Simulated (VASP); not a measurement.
## Ta: single point with PBE

Ta:

```xyz
1
Lattice="0.0000 2.1105 2.1105 2.1105 0.0000 2.1105 2.1105 2.1105 0.0000" Properties=species:S:1:pos:R:3 pbc="T T T"
Ta    0.0000    0.0000    0.0000
```

- Program: VASP 6.6.1
- Task: single point
- Functional: PBE
- Potentials or basis: VASP PAW PBE potentials, release 64 (Ta_pv)
- Cutoff: 520 eV
- k mesh: 17 × 17 × 17
- Occupations: fermi-dirac, width 0.05 eV
- Spin: non-collinear spin, zero start, spin-orbit coupling
- Starting moments: [[0.0, 0.0, 0.0]] μB

```
Pressure                                              : -0.1 GPa
Net moment                                            : 0.00 μB per cell
Valence electrons inside the program's atomic spheres : Ta 8.85
```

Moments on the atoms (μB; x, y, z):
```
Ta  0.00 0.00 0.00
```

It took 2.3 min on 1 thread of Intel(R) Xeon(R) Platinum 8259CL CPU @ 2.50GHz (Skylake/Cascade Lake), with other jobs on the host, peak memory 0.26 GiB.
